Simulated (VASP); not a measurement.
# AlRu (Pm-3m) in VASP: a series of runs, part 2 of 2

VASP 6.6.1. Earlier steps stand in the parts before.

### Step 4. Single point, PBE+D4

This run uses another cell than the first one, of 12.85 Å³/atom, 1.091 times its volume.

File INCAR:

```
ALGO = Normal
EDIFF = 1E-6
ENCUT = 520
GGA = PE
ISIF = 2
ISMEAR = 0
IVDW = 13
LASPH = True
LCHARG = False
LREAL = False
LWAVE = False
NBANDS = 16
NELM = 100
PREC = Accurate
SIGMA = 0.01
```

File KPOINTS:

```
k-points
0
Gamma
  8 8 8
```

File POSCAR:

```
AlRu
1.0
    2.9511680166      0.0000000000      0.0000000000
    0.0000000000      2.9511680166      0.0000000000
    0.0000000000      0.0000000000      2.9511680166
Al Ru
1 1
Direct
    0.0000000000      0.0000000000      0.0000000000
    0.5000000000      0.5000000000      0.5000000000
```

Potentials or basis: VASP PAW PBE potentials, release 64 (Al, Ru_pv).

Launch:

```sh
cat potpaw_PBE.64/Al/POTCAR potpaw_PBE.64/Ru_pv/POTCAR > POTCAR
mpirun -np 1 vasp_std > vasp.out
```

OUTCAR:

```text
EDIFF = 1E-6
   ENCUT = 520
   GGA = PE
   ISIF = 2
   ISMEAR = 0
   IVDW = 13
   LASPH = True
   LREAL = False
   NELM = 100
   PREC = Accurate

 ion  position               nearest neighbor table
   1  0.000  0.000  0.000-   2 2.56   2 2.56   2 2.56   2 2.56   2 2.56   2 2.56   2 2.56   2 2.56

   2  0.500  0.500  0.500-   1 2.56   1 2.56   1 2.56   1 2.56   1 2.56   1 2.56   1 2.56   1 2.56

  LATTYP: Found a simple cubic cell.
 ALAT       =     2.9511680166

  Lattice vectors:

 A1 = (   2.9511680166,   0.0000000000,   0.0000000000)
 A2 = (   0.0000000000,   2.9511680166,   0.0000000000)
 A3 = (   0.0000000000,   0.0000000000,   2.9511680166)

Analysis of symmetry for initial positions (statically):
=====================================================================
 Subroutine PRICEL returns:
 Original cell was already a primitive cell.

 Routine SETGRP: Setting up the symmetry group for a
 simple cubic supercell.

 Subroutine GETGRP returns: Found 48 space group operations
[... 9 lines left out ...]

 Routine SETGRP: Setting up the symmetry group for a
 simple cubic supercell.

 Subroutine GETGRP returns: Found 48 space group operations
[... 11 lines left out ...]
                                     Primitive cell

  volume of cell :      25.7029

  direct lattice vectors                    reciprocal lattice vectors
     2.951168017  0.000000000  0.000000000     0.338848888  0.000000000  0.000000000
     0.000000000  2.951168017  0.000000000     0.000000000  0.338848888  0.000000000
     0.000000000  0.000000000  2.951168017     0.000000000  0.000000000  0.338848888

  length of vectors
     2.951168017  2.951168017  2.951168017     0.338848888  0.338848888  0.338848888

  position of ions in fractional coordinates (direct lattice)
     0.000000000  0.000000000  0.000000000
     0.500000000  0.500000000  0.500000000

[... 91 lines left out ...]
   ISMEAR =     0;   SIGMA  =   0.01  broadening in eV -4-tet -1-fermi 0-gaus
   EFERMI_NEDOS =   21; number of points for ismear=-14 and -15
   IALGO  =     38    algorithm
   IMIX   =      4    mixing-type and parameters
     AMIX     =   0.40;   BMIX     =  1.00
     AMIX_MAG =   1.60;   BMIX_MAG =  1.00
  volume/ion in A,a.u.               =      12.85        86.73
  Fermi-wavevector in a.u.,A,eV,Ry     =   1.426365  2.695438 27.681268  2.034516
  Thomas-Fermi vector in A             =   2.546649
   LORBIT       =      0    0 simple, 1 ext, 2 COOP (PROOUT), +10 PAW based schemes
   GGA     = PE    functional components
   LHFCALC =     F    Hartree Fock is set to
   AEXX    =    0.0000 exact exchange contribution
   IVDW    =    13    specifies the selected vdW correction
   LEPSILON=     F    determine dielectric tensor
   LRPA    =     F    only Hartree local field effects (RPA)
 non-spin polarized calculation
 Gauss-broadening in eV      SIGMA  =   0.01
  energy-cutoff  :      520.00
  volume of cell :       25.70
 maximum number of plane-waves:       739
 NGX is ok and might be reduce to    24
   NGX = 11   NGY = 11   NGZ = 11

 number of electron      16.9999999 magnetization

 Free energy of the ion-electron system (eV)
  ---------------------------------------------------
  ext. energy  EPLUGINS =         0.00000000
  ---------------------------------------------------
  free energy    TOTEN  =       -14.16617621 eV

  energy without entropy =      -14.16583607  energy(sigma->0) =      -14.16600614

 E-fermi :  11.4249     XC(G=0): -12.7740

 val. band max:       11.4223846551   @ k =   0.5000   0.3750   0.2500
 cond. band min:      11.4357165199   @ k =   0.5000   0.3750   0.1250
 fundamental gap:      0.0133318647
 Fermi energy:        11.4249176157

 k-point     1 :       0.0000    0.0000    0.0000
  band No.  band energies     occupation
      1     -30.4315      2.00000
      2     -30.4315      2.00000
      3     -30.4315      2.00000
      4       1.3870      2.00000
      5       7.5278      2.00000
      6       7.5278      2.00000
[... 433 lines left out ...]
      3     -30.4262      2.00000
      4       5.3013      2.00000
      5       7.7516      2.00000
      6       8.5249      2.00000
[... 8 lines left out ...]
     15      24.6552      0.00000
     16      24.9290      0.00000

 [... further k-points ...]

------------------------ aborting loop because EDIFF is reached ----------------------------------------

  DFT-D4 for vdW energy calculation

  Edisp (eV):   -0.98500

  FORCE on cell =-STRESS in cart. coord.  units (eV):
  Direction    XX          YY          ZZ          XY          YZ          ZX
  --------------------------------------------------------------------------------------
  -------------------------------------------------------------------------------------
  Total       1.05203     1.05203     1.05203     0.00000     0.00000    -0.00000
  in kB      65.57778    65.57778    65.57778     0.00000     0.00000    -0.00000
  external pressure =       65.58 kB  Pullay stress =        0.00 kB

 VOLUME and BASIS-vectors are now :
 -----------------------------------------------------------------------------
  energy-cutoff  :      520.00
  volume of cell :       25.70
      direct lattice vectors                 reciprocal lattice vectors
     2.951168017  0.000000000  0.000000000     0.338848888  0.000000000  0.000000000
     0.000000000  2.951168017  0.000000000     0.000000000  0.338848888  0.000000000
     0.000000000  0.000000000  2.951168017     0.000000000  0.000000000  0.338848888

 POSITION                                       TOTAL-FORCE (eV/Angst)
 -----------------------------------------------------------------------------------
      0.00000      0.00000      0.00000         0.000000      0.000000      0.000000
      1.47558      1.47558      1.47558         0.000000      0.000000      0.000000
 -----------------------------------------------------------------------------------
    total drift:                                0.000000     -0.000000     -0.000000

  FREE ENERGIE OF THE ION-ELECTRON SYSTEM (eV)
  ---------------------------------------------------
  free  energy   TOTEN  =       -15.1511783603 eV

  energy  without entropy=      -15.1508382254  energy(sigma->0) =      -15.15100829
```

OSZICAR:

```text
N       E                     dE             d eps       ncg     rms          rms(c)
DAV:   1     0.121088303776E+03    0.12109E+03   -0.91975E+03  1136   0.995E+02
DAV:   2    -0.129412812724E+02   -0.13403E+03   -0.12804E+03  1312   0.301E+02
DAV:   3    -0.148397275322E+02   -0.18984E+01   -0.18928E+01  1424   0.376E+01
DAV:   4    -0.148531127020E+02   -0.13385E-01   -0.13373E-01  1448   0.330E+00
DAV:   5    -0.148532905726E+02   -0.17787E-03   -0.17759E-03  1312   0.368E-01    0.134E+01
DAV:   6    -0.142594652876E+02    0.59383E+00   -0.23212E+00  1240   0.165E+01    0.264E+00
DAV:   7    -0.141812818521E+02    0.78183E-01   -0.19200E-01  1200   0.495E+00    0.241E+00
DAV:   8    -0.141663891695E+02    0.14893E-01   -0.13944E-02  1320   0.873E-01    0.229E-01
DAV:   9    -0.141661911156E+02    0.19805E-03   -0.46117E-04  1384   0.211E-01    0.131E-01
DAV:  10    -0.141661760872E+02    0.15028E-04   -0.52680E-05  1304   0.787E-02    0.269E-02
DAV:  11    -0.141661762053E+02   -0.11810E-06   -0.25324E-06  1384   0.176E-02
   1 F= -.15151178E+02 E0= -.15151008E+02  d E =-.340135E-03
```

Run time: 7.3 s. Hardware: 1 thread of Intel Xeon 6975P-C, shared host; peak memory 0.15 GiB.

What came out:

- Free energy: -15.1512 eV
- Pressure: 6.6 GPa
- Dispersion energy per atom: -0.492 eV

Caveat: pairwise dispersion overbinds metals, which lowers pressure and volume.

### Step 5. Single point, PBE+D4

This run uses another cell than the first one, of 13.39 Å³/atom, 1.136 times its volume.

File INCAR:

```
SYSTEM = AlRu
  ALGO = Normal
  EDIFF = 1E-7
  ENCUT = 520
  GGA = PE
  ISIF = 2
  ISMEAR = 0
  IVDW = 13
  LASPH = .True.
  LCHARG = .False.
  LREAL = .False.
  LWAVE = .False.
  NBANDS = 16
  NELM = 80
  PREC = Accurate
  SIGMA = 0.01
```

File KPOINTS:

```
k-points
0
Gamma
  8 8 8
  0 0 0
```

File POSCAR:

```
AlRu
1.0
    2.9916000000      0.0000000000      0.0000000000
    0.0000000000      2.9916000000      0.0000000000
    0.0000000000      0.0000000000      2.9916000000
Al Ru
1 1
Direct
    0.0000000000      0.0000000000      0.0000000000
    0.5000000000      0.5000000000      0.5000000000
```

Potentials or basis: VASP PAW PBE potentials, release 64 (Al, Ru_pv).

Launch:

```sh
cat potpaw_PBE.64/Al/POTCAR potpaw_PBE.64/Ru_pv/POTCAR > POTCAR
mpirun -np 1 vasp_std > vasp.out
```

OUTCAR:

```text
SYSTEM = AlRu
   EDIFF = 1E-7
   ENCUT = 520
   GGA = PE
   ISIF = 2
   ISMEAR = 0
   IVDW = 13
   LASPH = .True.
   LREAL = .False.
   NELM = 80
   PREC = Accurate

 ion  position               nearest neighbor table
   1  0.000  0.000  0.000-   2 2.59   2 2.59   2 2.59   2 2.59   2 2.59   2 2.59   2 2.59   2 2.59

   2  0.500  0.500  0.500-   1 2.59   1 2.59   1 2.59   1 2.59   1 2.59   1 2.59   1 2.59   1 2.59

  LATTYP: Found a simple cubic cell.
 ALAT       =     2.9916000000

  Lattice vectors:

[... 645 lines left out ...]

  DFT-D4 for vdW energy calculation

  Edisp (eV):   -0.94726

  FORCE on cell =-STRESS in cart. coord.  units (eV):
  Direction    XX          YY          ZZ          XY          YZ          ZX
  --------------------------------------------------------------------------------------
  -------------------------------------------------------------------------------------
  Total      -0.43466    -0.43466    -0.43466     0.00000     0.00000    -0.00000
  in kB     -26.01078   -26.01078   -26.01078     0.00000     0.00000    -0.00000
  external pressure =      -26.01 kB  Pullay stress =        0.00 kB

 VOLUME and BASIS-vectors are now :
 -----------------------------------------------------------------------------
  energy-cutoff  :      520.00
  volume of cell :       26.77
      direct lattice vectors                 reciprocal lattice vectors
     2.991600000  0.000000000  0.000000000     0.334269287  0.000000000  0.000000000
     0.000000000  2.991600000  0.000000000     0.000000000  0.334269287  0.000000000
     0.000000000  0.000000000  2.991600000     0.000000000  0.000000000  0.334269287

 POSITION                                       TOTAL-FORCE (eV/Angst)
 -----------------------------------------------------------------------------------
      0.00000      0.00000      0.00000         0.000000      0.000000      0.000000
      1.49580      1.49580      1.49580         0.000000      0.000000      0.000000
 -----------------------------------------------------------------------------------
    total drift:                                0.000000     -0.000000     -0.000000

  FREE ENERGIE OF THE ION-ELECTRON SYSTEM (eV)
  ---------------------------------------------------
  free  energy   TOTEN  =       -15.1637456680 eV

  energy  without entropy=      -15.1632694722  energy(sigma->0) =      -15.16350757
```

Wall time 8.5 s (1 thread of Intel Xeon 6975P-C, shared host); peak memory 0.14 GiB.

What came out:

* Free energy: -15.1637 eV
* Pressure: -2.6 GPa
* Dispersion energy per atom: -0.474 eV

Levels at points of the mesh, in eV from the Fermi level:
```csv
k point,band 6,band 7,band 8,band 9,band 10,band 11,band 12,band 13
"(0.00, 0.00, 0.00)",-3.66,0.09,0.09,0.09,5.97,5.97,5.97,10.87
"(0.50, 0.00, 0.00)",-2.86,-1.69,-1.69,0.35,2.20,7.33,10.92,10.92
"(0.50, 0.50, 0.00)",-1.48,-1.48,-1.26,-1.26,1.45,5.22,6.14,10.48
"(0.50, 0.50, 0.50)",-4.73,1.54,1.54,2.46,4.03,4.03,4.03,8.44
```

Caveat: pairwise dispersion overbinds metals, which lowers pressure and volume.

### Step 6. Overview

```tsv
cell	gap on the mesh (eV)	pressure (GPa)
a = 2.867 Å, 2 atoms	none	32.3
a = 2.910 Å, 2 atoms	none	18.0
a = 2.951 Å, 2 atoms	none	6.6
a = 2.992 Å, 2 atoms	none	-2.6
```

Alike in all rows: task single point; level PBE+D4; potentials or basis VASP PAW PBE potentials, release 64 (Al, Ru_pv); no spin polarisation; k mesh 8 × 8 × 8; cutoff (eV) 520; smearing gaussian 0.01 eV.

Caveats: pairwise dispersion overbinds metals, which lowers pressure and volume.

Absolute energies hang on the potentials; compare differences alone.
